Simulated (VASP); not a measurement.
ScAl2, 6 atoms in the cell. The structure is cubic, space group Fd-3m (No. 227). The conventional cell has a = 7.555 Å, b = 7.555 Å, c = 7.555 Å, α = 90.00°, β = 90.00°, γ = 90.00°. Within 4.1 Å of Sc (site symmetry -43m) lie 12 Al at 3.13 Å and 4 Sc at 3.27 Å. Within 3.5 Å of Al (site symmetry -3m) lie 6 Al at 2.67 Å and 6 Sc at 3.13 Å. 

```yaml
Program: VASP 6.6.1
Task: relaxation of cell and atoms
Functional: LDA
Potentials_or_basis: VASP PAW LDA potentials, release 64 (Sc_sv, Al)
Cutoff: 600 eV
k_mesh: 8 × 8 × 8
Occupations: gaussian, width 0.1 eV
Spin: no spin polarisation
Dipole_correction: no
Further_INCAR_settings: ALGO = Normal; EDIFF = 1e-06; IBRION = 2; EDIFFG = -0.01; NSW = 80; ISIF = 3
```

Potentials or basis: VASP PAW LDA potentials, release 64 (Sc_sv, Al).

Run with:

```console
$ cat potpaw_LDA.64/Sc_sv/POTCAR potpaw_LDA.64/Al/POTCAR > POTCAR
$ mpirun -np 1 vasp_std > vasp.out
```

Hardware: 1 thread of Intel(R) Xeon(R) 6975P-C (Granite Rapids), with other jobs on the host.

Estimate the wall time of this run.

Run time: 2.3 min on 1 thread of Intel(R) Xeon(R) 6975P-C (Granite Rapids), with other jobs on the host, peak memory 0.3 GiB. Counts: scf iterations 30, k points 29, ion steps 3.
